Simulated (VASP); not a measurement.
# TiO2 (I4_1/amd) in VASP: a series of runs, part 2 of 2

VASP 6.6.1.

## (4) Single point, PBE+U (biaxial strain in the a-b plane: +4.5 %)

File INCAR:

```
PREC     = Accurate       # precision mode
ENCUT    = 520            # plane-wave cutoff, eV
EDIFF    = 1E-6           # SCF threshold, eV
ISMEAR   = 0              # smearing method
SIGMA    = 0.02           # smearing width, eV
LREAL    = F              # projectors in reciprocal space
LASPH    = T              # aspherical terms in the spheres
NELM     = 150            # most SCF steps
ALGO     = Normal         # electronic algorithm
ISIF     = 2              # what is computed and relaxed
LWAVE    = F              # write WAVECAR
LCHARG   = T              # write CHGCAR
LMAXMIX  = 4              # l up to which the mixer works
LDAU     = T              # DFT+U
LDAUTYPE = 2            
LDAUL    = 2 -1           # shell
LDAUU    = 4 0            # U, eV
LDAUJ    = 0 0          
LDAUPRINT= 1            
GGA      = PE             # functional
LELF     = T              # ELF
LVHAR    = T            
NBANDS   = 60             # bands
```

File KPOINTS:

```
Automatic mesh
0
Gamma
  6 6 4
```

File POSCAR:

```
TiO2
1.0
    3.9898107388      0.0000000000      0.0000000000
    0.0000000000      3.9898107388      0.0000000000
    0.0000000000      0.0000000000      9.5111846274
Ti O
4 8
Direct
    0.0000000000      0.0000000000      0.0000000000
    0.0000000000      0.5000000000      0.2500000000
    0.5000000000      0.5000000000      0.5000000000
    0.5000000000      0.0000000000      0.7500000000
    0.0000000000      0.5000000000      0.4590501382
    0.0000000000      0.0000000000      0.2090501382
    0.0000000000      0.5000000000      0.0409498618
    0.5000000000      0.5000000000      0.2909498618
    0.5000000000      0.0000000000      0.9590501382
    0.5000000000      0.5000000000      0.7090501382
    0.5000000000      0.0000000000      0.5409498618
    0.0000000000      0.0000000000      0.7909498618
```

Run with:

```bash
> cat potpaw_PBE.64/Ti_sv/POTCAR potpaw_PBE.64/O/POTCAR > POTCAR
> mpirun -np 1 vasp_std > vasp.out
```

It took 4 min on 1 thread of Intel Xeon 6975P-C (Granite Rapids), shared host; peak memory 0.34 GiB.

Results (log left out):

| Item | Value |
| --- | --- |
| Free energy | -96.7342 eV |
| Pressure | -7.9 GPa |
| Largest force | 0.027 eV/Å |
| Band gap on the k mesh | 2.40 eV |

Forces on the atoms (eV/Å):
```
Ti   0.000  0.000  0.000
Ti   0.000  0.000  0.000
Ti   0.000  0.000  0.000
Ti   0.000  0.000  0.000
O    0.000  0.000  0.027
O    0.000  0.000  0.027
O    0.000  0.000 -0.027
O    0.000  0.000 -0.027
O    0.000  0.000  0.027
O    0.000  0.000  0.027
O    0.000  0.000 -0.027
O    0.000  0.000 -0.027
```

Stress tensor (GPa, compression positive):
```
-10.76   0.00   0.00
  0.00 -10.76   0.00
  0.00   0.00  -2.15
```

Levels at points of the mesh, in eV from the valence-band top:
```
           k point  band 45  band 46  band 47  band 48  band 49  band 50  band 51  band 52
(0.00, 0.00, 0.00)    -0.37    -0.37    -0.16    -0.16     2.40     2.76     2.76     3.15
(0.50, 0.00, 0.00)    -0.88    -0.88    -0.75    -0.75     3.34     3.34     3.53     3.53
(0.50, 0.50, 0.00)     0.00     0.00     0.00     0.00     3.54     3.54     3.54     3.54
(0.00, 0.00, 0.50)    -0.22    -0.22    -0.22    -0.22     2.50     2.50     3.04     3.04
(0.50, 0.00, 0.50)    -0.74    -0.74    -0.54    -0.54     3.33     3.33     3.54     3.54
(0.50, 0.50, 0.50)    -0.17    -0.17    -0.17    -0.17     3.64     3.64     3.64     3.64
```

Eigenvalues of the final occupation matrices:
```
    site  spin  trace               eigenvalues
site 1 d     1   0.76  0.09 0.10 0.10 0.22 0.26
site 1 d     2   0.76  0.09 0.10 0.10 0.22 0.26
site 2 d     1   0.76  0.09 0.10 0.10 0.22 0.26
site 2 d     2   0.76  0.09 0.10 0.10 0.22 0.26
site 3 d     1   0.76  0.09 0.10 0.10 0.22 0.26
site 3 d     2   0.76  0.09 0.10 0.10 0.22 0.26
site 4 d     1   0.76  0.09 0.10 0.10 0.22 0.26
site 4 d     2   0.76  0.09 0.10 0.10 0.22 0.26
```

Caveat: the cell differs from its parent crystal (biaxial strain in the a-b plane: +4.5 %); the stress differs along the axes, from -11 to -2 GPa.

## (5) Relaxation of cell and atoms, PBE+U

This run uses another cell than the first one: it holds 6 atoms, not 12.

File INCAR:

```
PREC = Accurate
ENCUT = 600
EDIFF = 1E-7
ISMEAR = 0
SIGMA = 0.02
LREAL = False
LASPH = True
NELM = 150
ALGO = Normal
ISIF = 3
LWAVE = False
LCHARG = False
LMAXMIX = 4
LDAU = True
LDAUTYPE = 2
LDAUL = 2 -1
LDAUU = 4 0
LDAUJ = 0 0
LDAUPRINT = 1
GGA = PE
IBRION = 2
NSW = 100
EDIFFG = -0.005
```

File KPOINTS:

```
Automatic mesh
0
Gamma
  8 8 8
```

File POSCAR:

```
TiO2
1.0
   -1.8912698400      1.8912698400      4.8075107874
    1.8912698400     -1.8912698400      4.8075107874
    1.8912698400      1.8912698400     -4.8075107874
Ti O
2 4
Direct
    0.0000000000      0.0000000000      0.0000000000
    0.7500000000      0.2500000000      0.5000000000
    0.9571521200      0.4571521200      0.5000000000
    0.2071521200      0.2071521200      0.0000000000
    0.5428478800      0.0428478800      0.5000000000
    0.7928478800      0.7928478800      0.0000000000
```

Run with:

```bash
> cat potpaw_PBE.64/Ti_sv/POTCAR potpaw_PBE.64/O/POTCAR > POTCAR
> mpirun -np 1 vasp_std > vasp.out
```

Wall time 20 min (1 thread of AMD EPYC 9R45 (Zen 5), shared host); peak memory 0.37 GiB.

It converged, with:

| Quantity | Value |
| --- | --- |
| Free energy | -48.5246 eV |
| Relaxed volume | 12.07 Å³/atom |
| Relaxed cell | a = 5.577 Å, b = 5.577 Å, c = 5.577 Å, α = 139.52°, β = 139.52°, γ = 58.58° |
| Space group after relaxing (to 0.1 Å) | I4_1/amd (No. 141) |
| Energy gained by relaxing | 20.3 meV/atom |
| Ionic steps | 10 |
| Pressure after relaxing | 0.0 GPa |
| Largest force after relaxing | 0.005 eV/Å |
| Band gap on the k mesh | 2.58 eV (least direct gap 2.88 eV) |

Forces on the atoms (eV/Å):
```
Ti   0.000  0.000  0.000
Ti   0.000  0.000  0.000
O    0.000  0.000 -0.005
O    0.000  0.000 -0.005
O    0.000  0.000  0.005
O    0.000  0.000  0.005
```

Step by step:
```csv
step,energy change (eV),largest force (eV/Å),pressure (GPa),volume (Å³)
1,0.0000,0.1632,11.16,68.78
2,0.0589,0.4583,-11.18,77.04
3,-0.1190,0.1351,-0.13,72.35
4,-0.1191,0.1295,0.07,72.27
5,-0.1220,0.0113,0.11,72.37
6,-0.1220,0.0037,0.09,72.36
7,-0.1220,0.0064,0.10,72.36
8,-0.1221,0.0103,-0.08,72.43
9,-0.1221,0.0091,-0.03,72.41
10,-0.1221,0.0047,-0.02,72.41
```

Final structure:
```xyz
6
Lattice="-1.9292 1.9292 4.8642 1.9292 -1.9292 4.8642 1.9292 1.9292 -4.8642" Properties=species:S:1:pos:R:3 pbc="T T T"
Ti    0.0000    0.0000    9.7284
Ti    0.0000    1.9292    2.4321
O     0.0000    1.9292    4.4455
O     0.0000    0.0000    2.0134
O     0.0000    1.9292    0.4187
O     0.0000    0.0000    7.7149
```

Levels at points of the mesh, in eV from the valence-band top:
```csv
k point,band 20,band 21,band 22,band 23,band 24,band 25,band 26,band 27,band 28
"(0.00, 0.00, 0.00)",-0.77,-0.74,-0.74,-0.38,-0.38,2.58,3.26,4.20,4.20
"(0.50, 0.00, 0.00)",-1.86,-1.69,-0.91,-0.82,-0.65,3.57,3.76,3.82,3.92
"(0.50, 0.50, 0.00)",-2.43,-1.89,-1.89,-0.02,-0.02,3.64,3.64,4.03,4.03
"(0.50, 0.50, 0.50)",-1.37,-1.24,-1.24,-0.11,-0.11,2.91,2.91,4.08,4.08
```

Eigenvalues of the final occupation matrices:
```
    site  spin  trace               eigenvalues
site 1 d     1   0.78  0.10 0.10 0.10 0.24 0.24
site 1 d     2   0.78  0.10 0.10 0.10 0.24 0.24
site 2 d     1   0.78  0.10 0.10 0.10 0.24 0.24
site 2 d     2   0.78  0.10 0.10 0.10 0.24 0.24
```

A k mesh can miss the band edges.

## (6) Overview

| task | cell | k mesh | cutoff (eV) | gap on the mesh (eV) | pressure (GPa) | largest force (eV/Å) |
| --- | --- | --- | --- | --- | --- | --- |
| single point | a = 3.990, b = 3.990, c = 9.320 Å, 12 atoms, atomic positions A | 6 × 6 × 4 | 520 | 2.41 | -4.5 | 0.24 |
| single point | a = 3.933, b = 3.933, c = 9.599 Å, 12 atoms, atomic positions B | 6 × 6 × 4 | 520 | 2.51 | -4.2 | 0.15 |
| single point | a = 3.990, b = 3.990, c = 9.511 Å, 12 atoms, atomic positions C | 6 × 6 × 4 | 520 | 2.40 | -7.9 | 0.03 |
| relaxation of cell and atoms | relaxed from a = 5.501 Å, angles 139.8, 139.8, 58.2°, 6 atoms, atomic positions D | 8 × 8 × 8 | 600 | 2.58 | 0.0 | - |

Alike in all rows: level PBE+U; potentials or basis VASP PAW PBE potentials, release 64 (Ti_sv, O); no spin polarisation; Ti d U = 4.0 eV; smearing gaussian 0.02 eV.

Caveats: the stress differs along the axes, from -9 to 4 GPa (at least some runs); the stress differs along the axes, from -6 to 0 GPa (at least some runs); the stress differs along the axes, from -11 to -2 GPa (at least some runs).

Total energies depend on the potentials used, so only differences within one code and one set of settings carry meaning.
